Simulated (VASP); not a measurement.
Rh, 4 atoms in the cell. It takes space group P6_3/mmc (No. 194, hexagonal). The conventional cell has a = 2.730 Å, b = 2.730 Å, c = 8.901 Å, α = 90.00°, β = 90.00°, γ = 120.00°. Rh (site symmetry -3m) has 12 Rh at 2.73 Å within 3.6 Å. Rh (site symmetry -6m2) has 12 Rh at 2.73 Å within 3.6 Å. This isn't the form of Rh at room conditions, which is fcc.

```yaml
Program: VASP 6.6.1
Task: single point
Functional: RPBE
Potentials_or_basis: VASP PAW PBE potentials, release 64 (Rh_pv)
Cutoff: 520 eV
k_mesh: 15 × 15 × 4
Occupations: fermi-dirac, width 0.1 eV
Spin: no spin polarisation
Dipole_correction: no
Further_INCAR_settings: ALGO = Normal; EDIFF = 1e-07; NBANDS = 38
```

Potentials or basis: VASP PAW PBE potentials, release 64 (Rh_pv).

Command:

```sh
$ cat potpaw_PBE.64/Rh_pv/POTCAR > POTCAR
$ mpirun -np 1 vasp_std > vasp.out
```

Hardware: 1 thread of Intel(R) Xeon(R) 6975P-C (Granite Rapids), with other jobs on the host.

Problem. Estimate the wall time of this run.

Solution. Wall time 73 s on 1 thread of Intel(R) Xeon(R) 6975P-C (Granite Rapids) (shared host), peak memory 0.25 GiB. Counts: scf iterations 15, k points 81.
